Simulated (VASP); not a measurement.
# TlBr (Pm-3m) in VASP: further runs, part 2 of 2

VASP 6.6.1.

### 3 Single point, PBE-based screened hybrid with 35 % exact exchange

POSCAR

```
TlBr
1.0
    3.9949064284      0.0000000000      0.0000000000
    0.0000000000      3.9949064284      0.0000000000
    0.0000000000      0.0000000000      3.9949064284
Tl Br
1 1
Direct
    0.0000000000      0.0000000000      0.0000000000
    0.5000000000      0.5000000000      0.5000000000
```

INCAR.step1

```
SYSTEM = TlBr
ALGO     = Normal         ! electronic algorithm
EDIFF    = 1E-5           ! SCF threshold, eV
ENCUT    = 400            ! plane-wave cutoff, eV
GGA      = PE             ! functional
GGA_COMPAT= .FALSE.      
ISIF     = 2              ! what is computed and relaxed
ISMEAR   = 0              ! smearing method
LASPH    = .TRUE.         ! aspherical terms in the spheres
LCHARG   = .FALSE.        ! write CHGCAR
LREAL    = .FALSE.        ! projectors in reciprocal space
LWAVE    = .TRUE.         ! write WAVECAR
NBANDS   = 17             ! bands
NELM     = 120            ! most SCF steps
PREC     = Accurate       ! precision mode
SIGMA    = 0.01           ! smearing width, eV
```

INCAR.step2

```
SYSTEM = TlBr
AEXX     = 0.35           ! exact-exchange fraction
ALGO     = Normal         ! electronic algorithm
EDIFF    = 1E-6           ! SCF threshold, eV
ENCUT    = 400            ! plane-wave cutoff, eV
GGA      = PE             ! functional
GGA_COMPAT= .FALSE.      
HFSCREEN = 0.3            ! screening, 1/A
ISIF     = 2              ! what is computed and relaxed
ISMEAR   = 0              ! smearing method
ISTART   = 1            
LASPH    = .TRUE.         ! aspherical terms in the spheres
LCHARG   = .FALSE.        ! write CHGCAR
LHFCALC  = .TRUE.         ! exact exchange
LREAL    = .FALSE.        ! projectors in reciprocal space
LWAVE    = .FALSE.        ! write WAVECAR
NBANDS   = 17             ! bands
NELM     = 120            ! most SCF steps
PREC     = Accurate       ! precision mode
PRECFOCK = Normal       
SIGMA    = 0.01           ! smearing width, eV
```

KPOINTS

```
k-points
0
G
  4 4 4
  0 0 0
```

Potentials or basis: VASP PAW PBE potentials, release 64 (Tl_d, Br).

On the command line:

```
$ cat potpaw_PBE.64/Tl_d/POTCAR potpaw_PBE.64/Br/POTCAR > POTCAR
$ cp INCAR.step1 INCAR
$ mpirun -np 1 vasp_std > vasp.out
$ cp INCAR.step2 INCAR
$ mpirun -np 1 vasp_std > vasp.out
```

OUTCAR:

```text
SYSTEM = TlBr
   AEXX = 0.35
   EDIFF = 1E-6
   ENCUT = 400
   GGA = PE
   HFSCREEN = 0.3
   ISIF = 2
   ISMEAR = 0
   ISTART = 1
   LASPH = .TRUE.
   LHFCALC = .TRUE.
   LREAL = .FALSE.
   NELM = 120
   PREC = Accurate
   PRECFOCK = Normal

 ion  position               nearest neighbor table
   1  0.000  0.000  0.000-   2 3.46   2 3.46   2 3.46   2 3.46   2 3.46   2 3.46   2 3.46   2 3.46

   2  0.500  0.500  0.500-   1 3.46   1 3.46   1 3.46   1 3.46   1 3.46   1 3.46   1 3.46   1 3.46

  LATTYP: Found a simple cubic cell.
 ALAT       =     3.9949064284

  Lattice vectors:

 A1 = (   3.9949064284,   0.0000000000,   0.0000000000)
 A2 = (   0.0000000000,   3.9949064284,   0.0000000000)
 A3 = (   0.0000000000,   0.0000000000,   3.9949064284)

Analysis of symmetry for initial positions (statically):
=====================================================================
 Subroutine PRICEL returns:
 Original cell was already a primitive cell.

 Routine SETGRP: Setting up the symmetry group for a
 simple cubic supercell.

 Subroutine GETGRP returns: Found 48 space group operations
[... 156 lines left out ...]

  energy without entropy =       -6.74390167  energy(sigma->0) =       -6.74390167

 E-fermi :   1.7379     XC(G=0):  -7.0182

 val. band max:        1.6930644229   @ k =   0.5000   0.0000   0.0000
 cond. band min:       4.3327040531   @ k =   0.5000   0.0000   0.0000
 fundamental gap:      2.6396396302
 Fermi energy:         1.7379432139

 k-point     1 :       0.0000    0.0000    0.0000
  band No.  band energies     occupation
      1     -13.7671      2.00000
      2     -10.1342      2.00000
      3     -10.1342      2.00000
      4      -9.9762      2.00000
      5      -9.9762      2.00000
      6      -9.9762      2.00000
[... 177 lines left out ...]
      4     -10.1022      2.00000
      5      -9.9163      2.00000
      6      -9.9163      2.00000
[... 9 lines left out ...]
     16      15.7625      0.00000
     17      19.3693      0.00000

------------------------ aborting loop because EDIFF is reached ----------------------------------------

  FORCE on cell =-STRESS in cart. coord.  units (eV):
  Direction    XX          YY          ZZ          XY          YZ          ZX
  --------------------------------------------------------------------------------------
  -------------------------------------------------------------------------------------
  Total        0.2167089      0.2167089      0.2167089      0.0000000      0.0000000      0.0000000
  in kB        5.4458730      5.4458730      5.4458730      0.0000000      0.0000000      0.0000000
  external PRESSURE =       5.4458730 kB  Pullay stress =       0.0000000 kB

 VOLUME and BASIS-vectors are now :
 -----------------------------------------------------------------------------
  energy-cutoff  :      400.00
  volume of cell :       63.76
      direct lattice vectors                 reciprocal lattice vectors
     3.994906428  0.000000000  0.000000000     0.250318754  0.000000000  0.000000000
     0.000000000  3.994906428  0.000000000     0.000000000  0.250318754  0.000000000
     0.000000000  0.000000000  3.994906428     0.000000000  0.000000000  0.250318754

 POSITION                                       TOTAL-FORCE (eV/Angst)
 -----------------------------------------------------------------------------------
      0.00000      0.00000      0.00000         0.000000      0.000000      0.000000
      1.99745      1.99745      1.99745         0.000000      0.000000      0.000000
 -----------------------------------------------------------------------------------
    total drift:                                0.000002      0.000002      0.000002

  FREE ENERGIE OF THE ION-ELECTRON SYSTEM (eV)
  ---------------------------------------------------
  free  energy   TOTEN  =        -6.7439016681 eV

  energy  without entropy=       -6.7439016681  energy(sigma->0) =       -6.74390167
```

It took 6.1 min on 1 thread of AMD EPYC 7R13 (Zen 3), shared host; peak memory 0.22 GiB.

Results:

| Quantity | Value |
| --- | --- |
| Free energy | -6.7439 eV |
| Pressure | 0.5 GPa |
| Band gap on the k mesh | 2.64 eV |

Caveat: the PAW data sets were made with another functional, which shifts forces and pressure a little; spin-orbit coupling is left out, which moves the levels of the heavy elements.

### 4 Single point, PBE-based screened hybrid with 10 % exact exchange

POSCAR is that of step 3.

INCAR.step1

```
SYSTEM = TlBr
ALGO     = Normal         ! electronic algorithm
EDIFF    = 1E-5           ! SCF threshold, eV
ENCUT    = 400            ! plane-wave cutoff, eV
GGA      = PE             ! functional
GGA_COMPAT= .False.      
ISIF     = 2              ! what is computed and relaxed
ISMEAR   = 0              ! smearing method
LASPH    = .True.         ! aspherical terms in the spheres
LREAL    = .False.        ! projectors in reciprocal space
LWAVE    = .True.         ! write WAVECAR
NBANDS   = 17             ! bands
NELM     = 120            ! most SCF steps
PREC     = Accurate       ! precision mode
SIGMA    = 0.01           ! smearing width, eV
```

INCAR.step2

```
SYSTEM = TlBr
AEXX     = 0.1            ! exact-exchange fraction
ALGO     = Normal         ! electronic algorithm
EDIFF    = 1E-6           ! SCF threshold, eV
ENCUT    = 400            ! plane-wave cutoff, eV
GGA      = PE             ! functional
GGA_COMPAT= .False.      
HFSCREEN = 0.3            ! screening, 1/A
ISIF     = 2              ! what is computed and relaxed
ISMEAR   = 0              ! smearing method
ISTART   = 1            
LASPH    = .True.         ! aspherical terms in the spheres
LCHARG   = .True.         ! write CHGCAR
LELF     = .True.         ! ELF
LHFCALC  = .True.         ! exact exchange
LREAL    = .False.        ! projectors in reciprocal space
LVHAR    = .True.       
LWAVE    = .False.        ! write WAVECAR
NBANDS   = 17             ! bands
NELM     = 120            ! most SCF steps
PREC     = Accurate       ! precision mode
PRECFOCK = Normal       
SIGMA    = 0.01           ! smearing width, eV
```

KPOINTS

```
k-points
0
Gamma
  4 4 4
  0 0 0
```

On the command line:

```
$ cat potpaw_PBE.64/Tl_d/POTCAR potpaw_PBE.64/Br/POTCAR > POTCAR
$ cp INCAR.step1 INCAR
$ mpirun -np 1 vasp_std > vasp.out
$ cp INCAR.step2 INCAR
$ mpirun -np 1 vasp_std > vasp.out
```

Run time: 4.6 min. Hardware: 1 thread of AMD EPYC 7R13 (Zen 3), shared host; peak memory 0.23 GiB.

It converged, with:

```
Free energy            : -5.8563 eV
Pressure               : 0.9 GPa
Band gap on the k mesh : 2.09 eV
```

Levels at points of the mesh, in eV from the valence-band top:
```csv
k point,band 7,band 8,band 9,band 10,band 11,band 12,band 13,band 14
"(0.00, 0.00, 0.00)",-4.67,-1.35,-1.35,-1.35,7.29,7.29,7.52,7.52
"(0.50, 0.00, 0.00)",-5.62,-0.86,-0.86,0.00,2.09,6.05,6.05,8.32
"(0.50, 0.50, 0.00)",-3.76,-2.98,-2.98,-0.77,5.12,5.12,7.69,7.98
"(0.50, 0.50, 0.50)",-2.75,-1.99,-1.99,-1.99,2.39,2.39,2.39,13.13
```

Caveat: the PAW data sets were made with another functional, which shifts forces and pressure a little; spin-orbit coupling is left out, which moves the levels of the heavy elements. A k mesh can miss the band edges.

### 5 Single point, PBE-based screened hybrid with 30 % exact exchange

POSCAR is that of step 4.

INCAR.step1

```
SYSTEM = TlBr
PREC = Accurate
ENCUT = 400
EDIFF = 1E-5
ISMEAR = 0
SIGMA = 0.01
LREAL = .FALSE.
LASPH = .TRUE.
NELM = 120
ALGO = Normal
ISIF = 2
LWAVE = .TRUE.
LCHARG = .FALSE.
NBANDS = 17
GGA = PE
GGA_COMPAT = .FALSE.
```

INCAR.step2

```
SYSTEM = TlBr
PREC = Accurate
ENCUT = 400
EDIFF = 1E-6
ISMEAR = 0
SIGMA = 0.01
LREAL = .FALSE.
LASPH = .TRUE.
NELM = 120
ALGO = Normal
ISIF = 2
LWAVE = .FALSE.
LCHARG = .FALSE.
GGA = PE
LHFCALC = .TRUE.
AEXX = 0.3
HFSCREEN = 0.5
PRECFOCK = Normal
NBANDS = 17
ISTART = 1
GGA_COMPAT = .FALSE.
```

KPOINTS

```
regular mesh
0
G
  4 4 4
  0 0 0
```

Potentials or basis: VASP PAW PBE potentials, release 64 (Tl_d, Br).

On the command line:

```
$ cat potpaw_PBE.64/Tl_d/POTCAR potpaw_PBE.64/Br/POTCAR > POTCAR
$ cp INCAR.step1 INCAR
$ mpirun -np 1 vasp_std > vasp.out
$ cp INCAR.step2 INCAR
$ mpirun -np 1 vasp_std > vasp.out
```

OUTCAR:

```text
SYSTEM = TlBr
   PREC = Accurate
   ENCUT = 400
   EDIFF = 1E-6
   ISMEAR = 0
   LREAL = .FALSE.
   LASPH = .TRUE.
   NELM = 120
   ISIF = 2
   GGA = PE
   LHFCALC = .TRUE.
   AEXX = 0.3
   HFSCREEN = 0.5
   PRECFOCK = Normal
   ISTART = 1

 ion  position               nearest neighbor table
   1  0.000  0.000  0.000-   2 3.46   2 3.46   2 3.46   2 3.46   2 3.46   2 3.46   2 3.46   2 3.46

   2  0.500  0.500  0.500-   1 3.46   1 3.46   1 3.46   1 3.46   1 3.46   1 3.46   1 3.46   1 3.46

  LATTYP: Found a simple cubic cell.
 ALAT       =     3.9949064284

  Lattice vectors:

 A1 = (   3.9949064284,   0.0000000000,   0.0000000000)
 A2 = (   0.0000000000,   3.9949064284,   0.0000000000)
 A3 = (   0.0000000000,   0.0000000000,   3.9949064284)

Analysis of symmetry for initial positions (statically):
=====================================================================
 Subroutine PRICEL returns:
 Original cell was already a primitive cell.

 Routine SETGRP: Setting up the symmetry group for a
 simple cubic supercell.

 Subroutine GETGRP returns: Found 48 space group operations
 (whereof 48 operations were pure point group operations)
 out of a pool of 48 trial point group operations.

The static configuration has the point symmetry O_h .

Analysis of symmetry for dynamics (positions and initial velocities):
=====================================================================
 Subroutine PRICEL returns:
 Original cell was already a primitive cell.

 Routine SETGRP: Setting up the symmetry group for a
 simple cubic supercell.

 Subroutine GETGRP returns: Found 48 space group operations
 (whereof 48 operations were pure point group operations)
 out of a pool of 48 trial point group operations.

The dynamic configuration has the point symmetry O_h .

 Subroutine INISYM returns: Found 48 space group operations
 (whereof 48 operations are pure point group operations),
 and found     1 'primitive' translations

----------------------------------------------------------------------------------------

                                     Primitive cell

  volume of cell :      63.7558

  direct lattice vectors                    reciprocal lattice vectors
     3.994906428  0.000000000  0.000000000     0.250318754  0.000000000  0.000000000
     0.000000000  3.994906428  0.000000000     0.000000000  0.250318754  0.000000000
     0.000000000  0.000000000  3.994906428     0.000000000  0.000000000  0.250318754

  length of vectors
     3.994906428  3.994906428  3.994906428     0.250318754  0.250318754  0.250318754

  position of ions in fractional coordinates (direct lattice)
     0.000000000  0.000000000  0.000000000
     0.500000000  0.500000000  0.500000000

  ion indices of the primitive-cell ions
   primitive index   ion index
                 1           1
                 2           2

----------------------------------------------------------------------------------------

 KPOINTS: regular mesh

[... 27 lines left out ...]
  0.250000  0.250000  0.000000     12.000000
  0.500000  0.250000  0.000000     12.000000
  0.500000  0.500000  0.000000      3.000000
  0.250000  0.250000  0.250000      8.000000
  0.500000  0.250000  0.250000     12.000000
  0.500000  0.500000  0.250000      6.000000
  0.500000  0.500000  0.500000      1.000000
   k-points           NKPTS =     10   k-points in BZ     NKDIM =     64   number of bands    NBANDS=     17
   number of dos      NEDOS =    301   number of ions     NIONS =      2
   total plane-waves  NPLWV =  21952
   dimension x,y,z NGX =    28 NGY =   28 NGZ =   28
   dimension x,y,z NGXF=    56 NGYF=   56 NGZF=   56
   ions per type =               1   1
   NGX,Y,Z   is equivalent  to a cutoff of  11.65, 11.65, 11.65 a.u.
   NGXF,Y,Z  is equivalent  to a cutoff of  23.30, 23.30, 23.30 a.u.
 SYSTEM =  TlBr
   PREC   = accura    normal or accurate (medium, high low for compatibility)
   ISTART =      1    job   : 0-new  1-cont  2-samecut
   ICHARG =      0    charge: 1-file 2-atom 10-const
   ISPIN  =      1    spin polarized calculation?
   LNONCOLLINEAR =      F non collinear calculations
   LSORBIT =      F    spin-orbit coupling
   LASPH  =      T    aspherical Exc in radial PAW
   ENCUT  =  400.0 eV  29.40 Ry    5.42 a.u.   6.51  6.51  6.51*2*pi/ulx,y,z
   NELM   =    120;   NELMIN=  2; NELMDL=  0     # of ELM steps
   EDIFF  = 0.1E-05   stopping-criterion for ELM
   LREAL  =      F    real-space projection
   EDIFFG = 0.1E-04   stopping-criterion for IOM
   NSW    =      0    number of steps for IOM
   IBRION =     -1    ionic relax: 0-MD 1-quasi-New 2-CG
   NFREE  =      0    steps in history (QN), initial steepest desc. (CG)
   ISIF   =      2    stress and relaxation
   ISYM   =      3    0-nonsym 1-usesym 2-fastsym
   POTIM  = 0.5000    time-step for ionic-motion
   TEBEG  =    0.0;   TEEND  =   0.0 temperature during run
   PSTRESS=    0.0 pullay stress
   NELECT =      20.0000    total number of electrons
   NUPDOWN=      -1.0000    fix difference up-down
   EMIN   =  10.00;   EMAX   =-10.00  energy-range for DOS
   EFERMI =   0.00;   METHOD = LEGACY
   ISMEAR =     0;   SIGMA  =   0.01  broadening in eV -4-tet -1-fermi 0-gaus
   EFERMI_NEDOS =   21; number of points for ismear=-14 and -15
   IALGO  =     38    algorithm
   IMIX   =      1    mixing-type and parameters
     AMIX     =   0.40;   BMIX     =  1.00
     AMIX_MAG =   1.60;   BMIX_MAG =  1.00
  volume/ion in A,a.u.               =      31.88       215.12
  Fermi-wavevector in a.u.,A,eV,Ry     =   1.112359  2.102053 16.835061  1.237342
  Thomas-Fermi vector in A             =   2.248932
   LORBIT       =      0    0 simple, 1 ext, 2 COOP (PROOUT), +10 PAW based schemes
   GGA     = PE    functional components
   LHFCALC =     T    Hartree Fock is set to
   PRECFOCK=normal    Normal, Fast or Accurate (Low or Medium for compatibility)
   ENCUT4O =  -1.0   cutoff for four orbital integrals eV
   NKREDX  =     1    reduce k-point grid by
   NKREDY  =     1    reduce k-point grid by
   NKREDZ  =     1    reduce k-point grid by
   AEXX    =    0.3000 exact exchange contribution
   HFSCREEN=    0.5000 screening length (either q_TF or 0.3 A-1)
   HFSCREENC=   0.5000 screening length for correlation (either q_TF or 0.3 A-1)
   ENCUTFOCK=  -1.0 apply spherical cutoff to Coloumb kernel
   IVDW    =     0    specifies the selected vdW correction
   LEPSILON=     F    determine dielectric tensor
   LRPA    =     F    only Hartree local field effects (RPA)
 non-spin polarized calculation
 Gauss-broadening in eV      SIGMA  =   0.01
  energy-cutoff  :      400.00
  volume of cell :       63.76
 maximum number of plane-waves:      1189
 NGX is ok and might be reduce to    28
  NGX = 20; NGY = 20; NGZ = 20

 number of electron      19.9999997 magnetization

 Free energy of the ion-electron system (eV)
  ---------------------------------------------------
  ext. energy  EPLUGINS =         0.00000000
  ---------------------------------------------------
  free energy    TOTEN  =        -6.18773717 eV

  energy without entropy =       -6.18773717  energy(sigma->0) =       -6.18773717

 E-fermi :   2.0072     XC(G=0):  -7.5967

 val. band max:        1.9535415045   @ k =   0.5000   0.0000   0.0000
 cond. band min:       4.2093308061   @ k =   0.5000   0.0000   0.0000
 fundamental gap:      2.2557893015
 Fermi energy:         2.0072268936

 k-point     1 :       0.0000    0.0000    0.0000
  band No.  band energies     occupation
      1     -12.9460      2.00000
      2      -9.3956      2.00000
      3      -9.3956      2.00000
      4      -9.2395      2.00000
      5      -9.2395      2.00000
      6      -9.2395      2.00000
[... 177 lines left out ...]
      4      -9.3595      2.00000
      5      -9.1829      2.00000
      6      -9.1829      2.00000
[... 9 lines left out ...]
     16      15.4080      0.00000
     17      18.9486      0.00000

------------------------ aborting loop because EDIFF is reached ----------------------------------------

  FORCE on cell =-STRESS in cart. coord.  units (eV):
  Direction    XX          YY          ZZ          XY          YZ          ZX
  --------------------------------------------------------------------------------------
  -------------------------------------------------------------------------------------
  Total        0.2648721      0.2648721      0.2648721      0.0000000     -0.0000000      0.0000000
  in kB        6.6562084      6.6562084      6.6562084      0.0000000     -0.0000000      0.0000000
  external PRESSURE =       6.6562084 kB  Pullay stress =       0.0000000 kB

 VOLUME and BASIS-vectors are now :
 -----------------------------------------------------------------------------
  energy-cutoff  :      400.00
  volume of cell :       63.76
      direct lattice vectors                 reciprocal lattice vectors
     3.994906428  0.000000000  0.000000000     0.250318754  0.000000000  0.000000000
     0.000000000  3.994906428  0.000000000     0.000000000  0.250318754  0.000000000
     0.000000000  0.000000000  3.994906428     0.000000000  0.000000000  0.250318754

 POSITION                                       TOTAL-FORCE (eV/Angst)
 -----------------------------------------------------------------------------------
      0.00000      0.00000      0.00000         0.000000      0.000000      0.000000
      1.99745      1.99745      1.99745         0.000000      0.000000      0.000000
 -----------------------------------------------------------------------------------
    total drift:                               -0.000000     -0.000000     -0.000000

  FREE ENERGIE OF THE ION-ELECTRON SYSTEM (eV)
  ---------------------------------------------------
  free  energy   TOTEN  =        -6.1877371715 eV

  energy  without entropy=       -6.1877371715  energy(sigma->0) =       -6.18773717
```

Wall time 5.3 min (1 thread of AMD EPYC 7R13 (Zen 3), shared host); peak memory 0.23 GiB.

Results:

```
Free energy            : -6.1877 eV
Pressure               : 0.7 GPa
Band gap on the k mesh : 2.26 eV
```

Caveat: the PAW data sets were made with another functional, which shifts forces and pressure a little; spin-orbit coupling is left out, which moves the levels of the heavy elements.

### 6 Summary

| level | share of exact exchange | screening parameter | gap on the mesh (eV) | pressure (GPa) |
| --- | --- | --- | --- | --- |
| PBE-based screened hybrid with 15 % exact exchange | 0.15 | 0.2078 1/Å | 2.30 | 0.8 |
| PBE-based screened hybrid with 35 % exact exchange | 0.35 | 0.3 1/Å | 2.64 | 0.5 |
| PBE-based screened hybrid with 10 % exact exchange | 0.1 | 0.3 1/Å | 2.09 | 0.9 |
| PBE-based screened hybrid with 30 % exact exchange | 0.3 | 0.5 1/Å | 2.26 | 0.7 |

Alike in all rows: task single point; potentials or basis VASP PAW PBE potentials, release 64 (Tl_d, Br); no spin polarisation; cell as given; k mesh 4 × 4 × 4; cutoff (eV) 400; smearing gaussian 0.01 eV.

On the cell as given the gap runs from 2.09 eV (PBE-based screened hybrid with 10 % exact exchange) to 2.64 eV (PBE-based screened hybrid with 35 % exact exchange). The pressure there spans 0.5 GPa (PBE-based screened hybrid with 35 % exact exchange) to 0.9 GPa (PBE-based screened hybrid with 10 % exact exchange); a positive pressure means that this level wants a larger cell, a negative one a smaller.

Caveats: the PAW data sets were made with another functional, which shifts forces and pressure a little; spin-orbit coupling is left out, which moves the levels of the heavy elements.

Absolute energies hang on the potentials; compare differences alone.
